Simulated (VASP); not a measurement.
Write the native input for VASP 6.6.1 that does the following.

```yaml
Task: relaxation of cell and atoms
Functional: PBE
Potentials_or_basis: VASP PAW PBE potentials, release 64 (B, I)
Cutoff: 600 eV
k_mesh: 12 × 12 × 8
Occupations: gaussian, width 0.1 eV
Spin: no spin polarisation
Dipole_correction: no
Further_INCAR_settings: ALGO = Normal; EDIFF = 1e-06; IBRION = 2; EDIFFG = -0.01; NSW = 100; ISIF = 3
```

The structure of B6I lies in POSCAR:

```
B6I
1.0
    5.5314783652      0.0000000000      0.0000000000
   -2.7657391826      4.7904007847      0.0000000000
    0.0000000000      0.0000000000      4.6853744960
B I
6 1
Direct
    0.3333333333      0.6666666667      0.5000000000
    0.6666666667      0.3333333333      0.5000000000
    0.5000000000      0.0000000000      0.5000000000
    0.0000000000      0.5000000000      0.5000000000
    0.5000000000      0.5000000000      0.5000000000
    0.0000000000      0.0000000000      0.5000000000
    0.0000000000      0.0000000000      0.0000000000
```

The cell was generated, and may not be a known phase.

These files were run (other wordings do the same):

INCAR

```
ALGO = Normal ; EDIFF = 1E-6
EDIFFG = -0.01 ; ENCUT = 600
GGA = PE ; IBRION = 2
ISIF = 3 ; ISMEAR = 0
LASPH = T ; LCHARG = F
LREAL = F ; LWAVE = F
NELM = 80 ; NSW = 100
PREC = Accurate ; SIGMA = 0.1
```

KPOINTS

```
k-points
0
Gamma
  12 12 8
```

Potentials or basis: VASP PAW PBE potentials, release 64 (B, I).

The run is started by

```console
$ cat potpaw_PBE.64/B/POTCAR potpaw_PBE.64/I/POTCAR > POTCAR
$ mpirun -np 1 vasp_std > vasp.out
```

Results of the run:

* Relaxed volume: 17.32 Å³/atom
* Relaxed cell: a = 5.542 Å, b = 5.542 Å, c = 4.559 Å, α = 90.00°, β = 90.00°, γ = 120.00°
* Space group after relaxing (to 0.1 Å): P6/mmm (No. 191)
* Energy gained by relaxing: 1.9 meV/atom
* Ionic steps: 9
* Pressure after relaxing: 0.0 GPa
* Band gap on the k mesh: zero (an odd number of electrons rules out a gap without spin polarisation)

Caveat: spin-orbit coupling is left out, which moves the levels of the heavy elements; an odd number of electrons without spin polarisation forces a metal; a magnetic or distorted state may lie lower.

It took 16 min on 1 thread of Intel(R) Xeon(R) Platinum 8488C (Sapphire Rapids), on a shared host, peak memory 0.46 GiB.
